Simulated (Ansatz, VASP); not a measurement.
One calculation of Au4S, two programs

The input INCAR:

```
PREC     = Accurate       # precision mode
ENCUT    = 520            # plane-wave cutoff, eV
EDIFF    = 1E-6           # SCF threshold, eV
ISMEAR   = 0              # smearing method
SIGMA    = 0.1            # smearing width, eV
LREAL    = F              # projectors in reciprocal space
LASPH    = T              # aspherical terms in the spheres
NELM     = 150            # most SCF steps
ALGO     = Normal         # electronic algorithm
ISIF     = 2              # what is computed and relaxed
LWAVE    = F              # write WAVECAR
LCHARG   = T              # write CHGCAR
ISPIN    = 2              # spin polarisation
MAGMOM   = 0 1 1 1 1      # initial moments
LORBIT   = 11             # projections on sites
LMAXMIX  = 4              # l up to which the mixer works
GGA      = PE             # functional
LELF     = T              # ELF
LVHAR    = T            
NBANDS   = 37             # bands
```

The input KPOINTS:

```
regular mesh
0
Gamma
  4 4 4
```

The input POSCAR:

```
Au4S
1.0
    5.3762857100      0.0000000000      0.0000000000
    0.0000000000      5.3762857100      0.0000000000
    0.0000000000      0.0000000000      5.3762857100
S Au
1 4
Direct
    0.0000000000      0.0000000000      0.0000000000
    0.2500000000      0.2500000000      0.2500000000
    0.7500000000      0.7500000000      0.2500000000
    0.7500000000      0.2500000000      0.7500000000
    0.2500000000      0.7500000000      0.7500000000
```

Input for Ansatz:

```yaml
crystal:
  lattice:
    - [5.37628571, 0.0, 0.0]
    - [0.0, 5.37628571, 0.0]
    - [0.0, 0.0, 5.37628571]
  atoms:
    - { symbol: S, position: [0.0, 0.0, 0.0] }
    - { symbol: Au, position: [0.25, 0.25, 0.25], spin: 1.0 }
    - { symbol: Au, position: [0.75, 0.75, 0.25], spin: 1.0 }
    - { symbol: Au, position: [0.75, 0.25, 0.75], spin: 1.0 }
    - { symbol: Au, position: [0.25, 0.75, 0.75], spin: 1.0 }
basis:
  ecutwfc: 420
kpoints:
  mp_grid: { grid: [4, 4, 4] }
hamiltonian:
  xc: pbe
scf:
  occupations: { method: gaussian, width: 0.1 }
  lower_state_search: "off"
output:
  forces: true
  stress: true
  eigenvalues: true
  populations: true
magnetization:
  spin_polarized: true
```

Change from the starting cell: ordered vacancies on the anion sites of cuprite (P-43m, No. 215).

Alike in both runs: task single point; functional PBE; k mesh 4 × 4 × 4; occupations gaussian, width 0.1 eV; collinear spin.

|  | VASP | Ansatz |
| --- | --- | --- |
| version | VASP 6.6.1 | Ansatz 0.2.0 |
| potentials or method | VASP PAW PBE potentials, release 64 (S, Au), cutoff 520 eV | scalar-relativistic, plane waves, PAW |
| valence electrons in the cell | 50 | 82 |

|  | VASP | Ansatz | Ansatz less VASP |
| --- | --- | --- | --- |
| gap on the k mesh at the Fermi level (eV) | none | none | - |
| pressure (GPa) | -6.2 | -6.2 | +0.06 |
| net moment per atom (μB) | 0.00 | 0.00 | 0.000 |

A gap of «none» marks a metal or a gap that the smearing closes. VASP's potentials hold 50 valence electrons a cell and Ansatz's 82, so a difference there can come from the potentials and not from the codes. Ansatz's warnings: seeded moment not kept.

Spin-orbit coupling is off throughout.
